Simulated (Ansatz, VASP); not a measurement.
**One calculation of ZnO, two programs**

```
Zn O
1.0
     5.51586    0.00000    0.00000
     0.00000    5.51586    0.00000
     0.00000    0.00000    3.23990
Zn O
4 4
Direct
  0.18195 0.18195 0.50000
  0.81805 0.81805 0.50000
  0.68195 0.31805 0.00000
  0.31805 0.68195 0.00000
  0.81810 0.18190 0.50000
  0.18190 0.81810 0.50000
  0.68190 0.68190 0.00000
  0.31810 0.31810 0.00000
```

Alike in both runs: functional PBEsol; k mesh 6 × 6 × 8; no spin polarisation.

Ansatz relaxed the structure, and its values are those at the end. VASP's run is a single point on that final structure, the one shown.

```csv
,VASP,Ansatz
version,VASP 6.6.1,Ansatz 0.2.0
potentials or method,"VASP PAW PBE potentials, release 64 (Zn, O), cutoff 520 eV","scalar-relativistic, plane waves, PAW"
occupations,"gaussian, width 0.01 eV",fixed
valence electrons in the cell,72,72
```

VASP gave:

| Item | Value |
| --- | --- |
| gap on the k mesh at the Fermi level (eV) | 0.69 |
| least direct gap on the mesh (eV) | 0.69 |
| pressure (GPa) | 0.9 |

Problem. Estimate Ansatz's values.

Solution. gap on the k mesh at the Fermi level (eV): 0.70; least direct gap on the mesh (eV): 0.70; pressure (GPa): 0.0.

VASP's potentials were made for PBE, not for PBEsol.
